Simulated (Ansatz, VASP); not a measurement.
One calculation of In3As, two programs

```
In As
1.0
     4.76511    0.00000    0.00000
     0.00000    4.76511    0.00000
     0.00000    0.00000    4.67168
In As
3 1
Cartesian
  2.3826 2.3826 0.0000
  2.3826 0.0000 2.3358
  0.0000 2.3826 2.3358
  0.0000 0.0000 0.0000
```

Alike in both runs: functional PBE; k mesh 5 × 5 × 5; occupations fermi-dirac, width 0.05 eV; no spin polarisation.

```csv
,VASP,Ansatz
version,VASP 6.6.1,Ansatz 0.2.0
potentials or method,"VASP PAW PBE potentials, release 64 (In_d, As)",Ansatz PAW
plane-wave cutoff (eV),520,420
valence electrons in the cell,44,54
task,single point,band structure
```

|  | VASP | Ansatz | Ansatz less VASP |
| --- | --- | --- | --- |
| gap on the k mesh at the Fermi level (eV) | none | none | - |
| pressure (GPa) | -0.6 | -0.6 | 0.00 |

A gap of «none» marks a metal or a gap that the smearing closes. The functional is the same, so the differences come from potentials, cutoffs and numerics. VASP's potentials hold 44 valence electrons a cell and Ansatz's 54, so a difference there can come from the potentials and not from the codes.
